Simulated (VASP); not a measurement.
# KNi (P1) in VASP: a series of runs

The runs below take KNi through single point, with PBEsol.

Everything below comes from runs of VASP 6.6.1. Logs are shortened: lines on timing, memory, paths and dates and some standing lists are left out, and cuts for length are marked.

## (1) The cell of the first run

The typed cell holds 2 atoms: a = 3.043 Å, b = 3.043 Å, c = 4.859 Å, α = 90.00°, β = 90.00°, γ = 112.01°.

## (2) Single point, PBEsol, collinear spin, ferromagnetic start

INCAR

```
PREC = Accurate
ENCUT = 600
EDIFF = 1E-6
ISMEAR = -1
SIGMA = 0.1
LREAL = F
LASPH = T
NELM = 200
ALGO = Normal
ISIF = 2
LWAVE = F
LCHARG = T
ISPIN = 2
MAGMOM = 0 1
LORBIT = 11
LMAXMIX = 4
GGA = PS
LELF = T
LVHAR = T
NBANDS = 20
GGA_COMPAT = F
```

KPOINTS

```
Automatic mesh
0
Gamma
  7 7 4
```

POSCAR

```
KNi
1.0
    1.7013621700     -2.5228978400      0.0000000000
    1.7013621700      2.5228978400      0.0000000000
    0.0000000000      0.0000000000      4.8590734500
K Ni
1 1
Direct
    0.4966060000      0.5126130000      0.4991700000
    0.0022720000     -0.0059750000     -0.0019510000
```

Potentials or basis: VASP PAW PBE potentials, release 64 (K_sv, Ni).

Started as:

```sh
> cat potpaw_PBE.64/K_sv/POTCAR potpaw_PBE.64/Ni/POTCAR > POTCAR
> mpirun -np 1 vasp_std > vasp.out
```

OUTCAR:

```text
PREC = Accurate
   ENCUT = 600
   EDIFF = 1E-6
   ISMEAR = -1
   LREAL = F
   LASPH = T
   NELM = 200
   ISIF = 2
   ISPIN = 2
   LORBIT = 11
   GGA = PS

 ion  position               nearest neighbor table
   1  0.497  0.513  0.499-   2 2.95   2 2.96   2 2.97   2 2.98
   2  0.002  0.994  0.998-   1 2.95   1 2.96   1 2.97   1 2.98

  LATTYP: Found a base centered orthorhombic cell.
 ALAT       =     3.4027243400
 B/A-ratio  =     1.4828693646
 C/A-ratio  =     1.4279950312

  Lattice vectors:

 A1 = (   1.7013621700,  -2.5228978400,   0.0000000000)
 A2 = (   1.7013621700,   2.5228978400,   0.0000000000)
 A3 = (   0.0000000000,   0.0000000000,   4.8590734500)

Analysis of symmetry for initial positions (statically):
=====================================================================
 Subroutine PRICEL returns:
 Original cell was already a primitive cell.

 Routine SETGRP: Setting up the symmetry group for a
 base centered orthorhombic supercell.

 Subroutine GETGRP returns: Found  1 space group operations
 (whereof  1 operations were pure point group operations)
 out of a pool of  8 trial point group operations.

The static configuration has the point symmetry C_1 .

Analysis of symmetry for dynamics (positions and initial velocities):
=====================================================================
 Subroutine PRICEL returns:
 Original cell was already a primitive cell.

 Routine SETGRP: Setting up the symmetry group for a
 base centered orthorhombic supercell.

 Subroutine GETGRP returns: Found  1 space group operations
 (whereof  1 operations were pure point group operations)
 out of a pool of  8 trial point group operations.

The dynamic configuration has the point symmetry C_1 .

Analysis of structural, dynamic, and magnetic symmetry:
=====================================================================
 Subroutine PRICEL returns:
 Original cell was already a primitive cell.

 Routine SETGRP: Setting up the symmetry group for a
 base centered orthorhombic supercell.

 Subroutine GETGRP returns: Found  1 space group operations
 (whereof  1 operations were pure point group operations)
 out of a pool of  8 trial point group operations.

The overall configuration has the point symmetry C_1 .

 Subroutine INISYM returns: Found  1 space group operations
 (whereof  1 operations are pure point group operations),
 and found     1 'primitive' translations

----------------------------------------------------------------------------------------

                                     Primitive cell

  volume of cell :      41.7138

  direct lattice vectors                    reciprocal lattice vectors
     1.701362170 -2.522897840  0.000000000     0.293882166 -0.198184798  0.000000000
     1.701362170  2.522897840  0.000000000     0.293882166  0.198184798  0.000000000
     0.000000000  0.000000000  4.859073450     0.000000000  0.000000000  0.205800552

  length of vectors
     3.042966767  3.042966767  4.859073450     0.354462892  0.354462892  0.205800552

  position of ions in fractional coordinates (direct lattice)
     0.496606000  0.512613000  0.499170000
     0.002272000  0.994025000  0.998049000

  ion indices of the primitive-cell ions
   primitive index   ion index
                 1           1
                 2           2

----------------------------------------------------------------------------------------

 KPOINTS: Automatic mesh

Automatic generation of k-mesh.
 Grid dimensions read from file:
 generate k-points for:    7    7    4

 Generating k-lattice:

  Cartesian coordinates                     Fractional coordinates (reciprocal lattice)
     0.041983167 -0.028312114  0.000000000     0.142857143  0.000000000  0.000000000
     0.041983167  0.028312114  0.000000000     0.000000000  0.142857143  0.000000000
     0.000000000  0.000000000  0.051450138     0.000000000  0.000000000  0.250000000

  Length of vectors
     0.050637556  0.050637556  0.051450138

  Shift w.r.t. Gamma in fractional coordinates (k-lattice)
     0.000000000  0.000000000  0.000000000

 Subroutine IBZKPT returns following result:
 ===========================================

 Found     99 irreducible k-points:

 Following reciprocal coordinates:
            Coordinates               Weight
  0.000000  0.000000  0.000000      1.000000
  0.142857 -0.000000  0.000000      2.000000
 -0.000000  0.142857  0.000000      2.000000
  0.285714 -0.000000  0.000000      2.000000
 -0.000000  0.285714  0.000000      2.000000
  0.428571  0.000000  0.000000      2.000000
[... 16 lines left out ...]
 -0.285714  0.285714  0.000000      2.000000
  0.428571  0.428571  0.000000      2.000000
 [... further k-points ...]
   k-points           NKPTS =     99   k-points in BZ     NKDIM =     99   number of bands    NBANDS=     20
   number of dos      NEDOS =    301   number of ions     NIONS =      2
   total plane-waves  NPLWV =  23040
   dimension x,y,z NGX =    24 NGY =   24 NGZ =   40
   dimension x,y,z NGXF=    48 NGYF=   48 NGZF=   80
   ions per type =               1   1
   NGX,Y,Z   is equivalent  to a cutoff of  13.11, 13.11, 13.69 a.u.
   NGXF,Y,Z  is equivalent  to a cutoff of  26.22, 26.22, 27.37 a.u.
 SYSTEM =  unknown system
   PREC   = accura    normal or accurate (medium, high low for compatibility)
   ISTART =      0    job   : 0-new  1-cont  2-samecut
   ICHARG =      2    charge: 1-file 2-atom 10-const
   ISPIN  =      2    spin polarized calculation?
   LNONCOLLINEAR =      F non collinear calculations
   LSORBIT =      F    spin-orbit coupling
   LASPH  =      T    aspherical Exc in radial PAW
   ENCUT  =  600.0 eV  44.10 Ry    6.64 a.u.   6.08  6.08  9.70*2*pi/ulx,y,z
   NELM   =    200;   NELMIN=  2; NELMDL= -5     # of ELM steps
   EDIFF  = 0.1E-05   stopping-criterion for ELM
   LREAL  =      F    real-space projection
   EDIFFG = 0.1E-04   stopping-criterion for IOM
   NSW    =      0    number of steps for IOM
   IBRION =     -1    ionic relax: 0-MD 1-quasi-New 2-CG
   NFREE  =      0    steps in history (QN), initial steepest desc. (CG)
   ISIF   =      2    stress and relaxation
   ISYM   =      2    0-nonsym 1-usesym 2-fastsym
   POTIM  = 0.5000    time-step for ionic-motion
   TEBEG  =    0.0;   TEEND  =   0.0 temperature during run
   PSTRESS=    0.0 pullay stress
   NELECT =      19.0000    total number of electrons
   NUPDOWN=      -1.0000    fix difference up-down
   EMIN   =  10.00;   EMAX   =-10.00  energy-range for DOS
   EFERMI =   0.00;   METHOD = LEGACY
   ISMEAR =    -1;   SIGMA  =   0.10  broadening in eV -4-tet -1-fermi 0-gaus
   EFERMI_NEDOS =   21; number of points for ismear=-14 and -15
   IALGO  =     38    algorithm
   IMIX   =      4    mixing-type and parameters
     AMIX     =   0.40;   BMIX     =  1.00
     AMIX_MAG =   1.60;   BMIX_MAG =  1.00
  volume/ion in A,a.u.               =      20.86       140.75
  Fermi-wavevector in a.u.,A,eV,Ry     =   1.259600  2.380299 21.586905  1.586593
  Thomas-Fermi vector in A             =   2.393152
   LORBIT       =     11    0 simple, 1 ext, 2 COOP (PROOUT), +10 PAW based schemes
   GGA     = PS    functional components
   LHFCALC =     F    Hartree Fock is set to
   AEXX    =    0.0000 exact exchange contribution
   IVDW    =     0    specifies the selected vdW correction
   LEPSILON=     F    determine dielectric tensor
   LRPA    =     F    only Hartree local field effects (RPA)
 spin polarized calculation
  energy-cutoff  :      600.00
  volume of cell :       41.71
 maximum number of plane-waves:      1406
   NGX = 13   NGY = 13   NGZ = 19

 number of electron      19.0000003 magnetization       0.1187910

 Free energy of the ion-electron system (eV)
  ---------------------------------------------------
  ext. energy  EPLUGINS =         0.00000000
  ---------------------------------------------------
  free energy    TOTEN  =        -5.07395587 eV

  energy without entropy =       -5.00755924  energy(sigma->0) =       -5.04075755

 E-fermi :   3.3412     XC(G=0):  -9.9346

 val. band max:        3.3370688248   @ k =   0.1429  -0.4286   0.0000
 cond. band min:       3.3661070683   @ k =  -0.0000  -0.4286  -0.2500
 fundamental gap:      0.0290382435
 Fermi energy:         3.3412472113

 spin component 1

 k-point     1 :       0.0000    0.0000    0.0000
  band No.  band energies     occupation
      1     -27.9706      1.00000
      2     -11.4260      1.00000
      3     -10.8284      1.00000
      4     -10.5878      1.00000
      5      -1.2280      1.00000
      6       1.9781      1.00000
[... 12 lines left out ...]
     19      17.0838      0.00000
     20      20.7979      0.00000
[... 507 lines left out ...]
 k-point    24 :       0.4286    0.4286    0.0000
  band No.  band energies     occupation
      1     -27.5455      1.00000
      2     -12.3458      1.00000
      3     -11.5710      1.00000
      4     -10.9621      1.00000
      5       1.7966      1.00000
      6       2.0082      1.00000
[... 12 lines left out ...]
     19      16.4928      0.00000
     20      18.5045      0.00000

 [... further k-points ...]

 spin component 2

 k-point     1 :       0.0000    0.0000    0.0000
  band No.  band energies     occupation
      1     -27.9740      1.00000
      2     -11.4309      1.00000
      3     -10.8320      1.00000
      4     -10.5909      1.00000
      5      -1.2298      1.00000
      6       2.0625      1.00000
[... 12 lines left out ...]
     19      17.1092      0.00000
     20      20.7771      0.00000
[... 507 lines left out ...]
 k-point    24 :       0.4286    0.4286    0.0000
  band No.  band energies     occupation
      1     -27.5485      1.00000
      2     -12.3506      1.00000
      3     -11.5753      1.00000
      4     -10.9659      1.00000
      5       1.9224      1.00000
      6       2.0897      1.00000
[... 12 lines left out ...]
     19      16.4847      0.00000
     20      18.4856      0.00000

 [... further k-points ...]

------------------------ aborting loop because EDIFF is reached ----------------------------------------

  FORCE on cell =-STRESS in cart. coord.  units (eV):
  Direction    XX          YY          ZZ          XY          YZ          ZX
  --------------------------------------------------------------------------------------
  -------------------------------------------------------------------------------------
  Total       -0.1926450     -1.1780822      0.5737314     -0.0025092      0.0001787      0.0005476
  in kB       -7.3992626    -45.2487173     22.0363310     -0.0963770      0.0068625      0.0210336
  external PRESSURE =     -10.2038830 kB  Pullay stress =       0.0000000 kB

 VOLUME and BASIS-vectors are now :
 -----------------------------------------------------------------------------
  energy-cutoff  :      600.00
  volume of cell :       41.71
      direct lattice vectors                 reciprocal lattice vectors
     1.701362170 -2.522897840  0.000000000     0.293882166 -0.198184798  0.000000000
     1.701362170  2.522897840  0.000000000     0.293882166  0.198184798  0.000000000
     0.000000000  0.000000000  4.859073450     0.000000000  0.000000000  0.205800552

 POSITION                                       TOTAL-FORCE (eV/Angst)
 -----------------------------------------------------------------------------------
      1.71705      0.04038      2.42550        -0.021480     -0.007647     -0.017389
      1.69506      2.50209      4.84959         0.021480      0.007647      0.017389
 -----------------------------------------------------------------------------------
    total drift:                               -0.000193     -0.000409      0.000466

  FREE ENERGIE OF THE ION-ELECTRON SYSTEM (eV)
  ---------------------------------------------------
  free  energy   TOTEN  =        -5.0739558662 eV

  energy  without entropy=       -5.0075592393  energy(sigma->0) =       -5.04075755

 total charge

# of ion       s       p       d       tot
------------------------------------------
    1        1.990   5.550   0.093   7.633
    2        0.440   0.131   8.402   8.972
--------------------------------------------------
tot          2.430   5.681   8.495  16.605

 magnetization (x)

# of ion       s       p       d       tot
------------------------------------------
    1       -0.001  -0.001  -0.002  -0.003
    2       -0.000  -0.001   0.132   0.131
--------------------------------------------------
tot         -0.001  -0.002   0.130   0.128
```

Run time: 3.2 min. Hardware: 1 thread of Intel Xeon 8259CL, shared host; peak memory 0.29 GiB.

What came out:

```
Free energy                                           : -5.0740 eV
Pressure                                              : -1.0 GPa
Largest force                                         : 0.029 eV/Å
Net moment                                            : 0.12 μB per cell
Site moments                                          : K -0.00; Ni +0.13 μB
Valence electrons inside the program's atomic spheres : K 7.63; Ni 8.97
```

Forces in eV/Å, atoms in the order of the input:
```
K   -0.021 -0.008 -0.017
Ni   0.021  0.008  0.017
```

Levels at points of the mesh, in eV from the Fermi level:
Spin up:
```csv
k point,band 7,band 8,band 9,band 10,band 11,band 12,band 13,band 14
"(0.00, 0.00, 0.00)",-1.11,-0.60,-0.53,-0.36,2.51,2.77,5.11,7.70
"(0.00, 0.00, 0.50)",-1.00,-0.82,-0.56,-0.43,-0.38,4.30,5.06,7.61
```
Spin down:
```
           k point  band 8  band 9  band 10  band 11  band 12  band 13
(0.00, 0.00, 0.00)   -0.43   -0.43    -0.25     2.52     2.75     5.10
(0.00, 0.00, 0.50)   -0.72   -0.39    -0.33    -0.27     4.29     5.06
```

Caveat: the stress differs along the axes, from -5 to 2 GPa; the PAW data sets were made with another functional, which shifts forces and pressure a little.

## (3) Single point, PBEsol, collinear spin, ferromagnetic start

INCAR

```
SYSTEM = KNi
PREC     = Accurate       ! precision mode
ENCUT    = 600            ! plane-wave cutoff, eV
EDIFF    = 1E-6           ! SCF threshold, eV
ISMEAR   = -1             ! smearing method
SIGMA    = 0.1            ! smearing width, eV
LREAL    = .False.        ! projectors in reciprocal space
LASPH    = .True.         ! aspherical terms in the spheres
NELM     = 200            ! most SCF steps
ALGO     = Normal         ! electronic algorithm
ISIF     = 2              ! what is computed and relaxed
LWAVE    = .False.        ! write WAVECAR
LCHARG   = .True.         ! write CHGCAR
ISPIN    = 2              ! spin polarisation
MAGMOM   = 0 1            ! initial moments
LORBIT   = 11             ! projections on sites
LMAXMIX  = 4              ! l up to which the mixer works
GGA      = PS             ! functional
LELF     = .True.         ! ELF
LVHAR    = .True.       
NBANDS   = 20             ! bands
GGA_COMPAT= .False.
```

KPOINTS

```
Automatic mesh
0
Gamma
  7 7 4
  0 0 0
```

POSCAR is that of step 2.

Potentials or basis: VASP PAW PBE potentials, release 64 (K_sv, Ni).

Started as:

```sh
> cat potpaw_PBE.64/K_sv/POTCAR potpaw_PBE.64/Ni/POTCAR > POTCAR
> mpirun -np 1 vasp_std > vasp.out
```

It took 3 min on 1 thread of Intel Xeon 8259CL, shared host; peak memory 0.29 GiB.

The run converged. Its results:

```
Free energy                                           : -5.0740 eV
Pressure                                              : -1.0 GPa
Largest force                                         : 0.029 eV/Å
Net moment                                            : 0.12 μB per cell
Site moments                                          : K -0.00; Ni +0.13 μB
Valence electrons inside the program's atomic spheres : K 7.63; Ni 8.97
```

Forces on the atoms (eV/Å):
```
K   -0.021 -0.008 -0.017
Ni   0.021  0.008  0.017
```

Stress tensor (GPa, compression positive):
```
-0.74 -0.01  0.00
-0.01 -4.52  0.00
 0.00  0.00  2.20
```

Levels at points of the mesh, in eV from the Fermi level:
Spin up:
| k point | band 6 | band 7 | band 8 | band 9 | band 10 | band 11 | band 12 | band 13 | band 14 | band 15 |
| --- | --- | --- | --- | --- | --- | --- | --- | --- | --- | --- |
| (0.00, 0.00, 0.00) | -1.36 | -1.11 | -0.60 | -0.53 | -0.36 | 2.51 | 2.77 | 5.11 | 7.70 | 9.02 |
| (0.00, 0.00, 0.50) | -1.10 | -1.00 | -0.82 | -0.56 | -0.43 | -0.38 | 4.30 | 5.06 | 7.61 | 8.06 |
Spin down:
| k point | band 8 | band 9 | band 10 | band 11 | band 12 | band 13 |
| --- | --- | --- | --- | --- | --- | --- |
| (0.00, 0.00, 0.00) | -0.43 | -0.43 | -0.25 | 2.52 | 2.75 | 5.10 |
| (0.00, 0.00, 0.50) | -0.72 | -0.39 | -0.33 | -0.27 | 4.29 | 5.06 |

Caveat: the stress differs along the axes, from -5 to 2 GPa; the PAW data sets were made with another functional, which shifts forces and pressure a little.
